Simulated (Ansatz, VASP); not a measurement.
# Two plane-wave programs on Cu

```
Cu
1.0
     0.00000    1.75327    1.86173
     1.75327    0.00000    1.86173
     1.75327    1.75327    0.00000
Cu
1
Direct
  0.00000 0.00000 0.00000
```

Change from the starting cell: strain -0.030 along x and y, +0.030 along z, atoms carried along.

Alike in both runs: task single point; functional PBE; k mesh 22 × 22 × 22; occupations gaussian, width 0.15 eV; no spin polarisation.

|  | VASP | Ansatz |
| --- | --- | --- |
| version | VASP 6.6.1 | Ansatz 0.2.0 |
| potentials or method | VASP PAW PBE potentials, release 64 (Cu), cutoff 520 eV | scalar-relativistic, plane waves, PAW |
| valence electrons in the cell | 11 | 19 |

```csv
,VASP,Ansatz,Ansatz less VASP
gap on the k mesh at the Fermi level (eV),none,none,-
pressure (GPa),7.5,7.0,-0.53
"traceless stress, the component that is largest in VASP (GPa)",-3.18,-3.20,-0.018
```

A gap of «none» marks a metal or a gap that the smearing closes. VASP's potentials hold 11 valence electrons a cell and Ansatz's 19, so a difference there can come from the potentials and not from the codes.
